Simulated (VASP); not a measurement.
Runs of VASP 6.6.1 on Sc3B2N. The structure is that of space group P4mm (No. 99), or close to it. The cells are those of the table. 

| task | cell | k mesh | cutoff (eV) | gap on the mesh (eV) | pressure (GPa) | relaxed volume (Å³/atom) | largest force (eV/Å) |
| --- | --- | --- | --- | --- | --- | --- | --- |
| relaxation of cell and atoms | relaxed from a = 3.210, b = 3.210, c = 7.826 Å, 6 atoms | 6 × 6 × 2 | 600 | none | -0.1 | 13.96 | 0.03 |
| single point | a = 3.297, b = 3.297, c = 7.679 Å, 6 atoms | 12 × 12 × 6 | 520 | none | 0.3 | - | 0.04 |
| single point | a = 3.210, b = 3.210, c = 7.826 Å, 6 atoms | 6 × 6 × 2 | 520 | none | -0.1 | - | 4.33 |
| single point | a = 3.295, b = 3.295, c = 7.683 Å, 6 atoms | 6 × 6 × 2 | 520 | none | (a) | - | 0.05 |
| relaxation of cell and atoms | relaxed from a = 3.295, b = 3.295, c = 7.683 Å, 6 atoms | 12 × 12 × 6 | 600 | none | 0.0 | (b) | - |

Alike in all rows: level PBE; potentials or basis VASP PAW PBE potentials, release 64 (Sc_sv, B, N); no spin polarisation; smearing gaussian 0.1 eV.

Estimate the missing entries.

(a) 0.5; (b) 13.95.

Caveats: some runs use coarse meshes; forces of over 1 eV/Å act on the atoms, so gaps and moduli don't describe the material at rest (some runs).

A gap of «none» marks levels without a gap at the run's occupations.
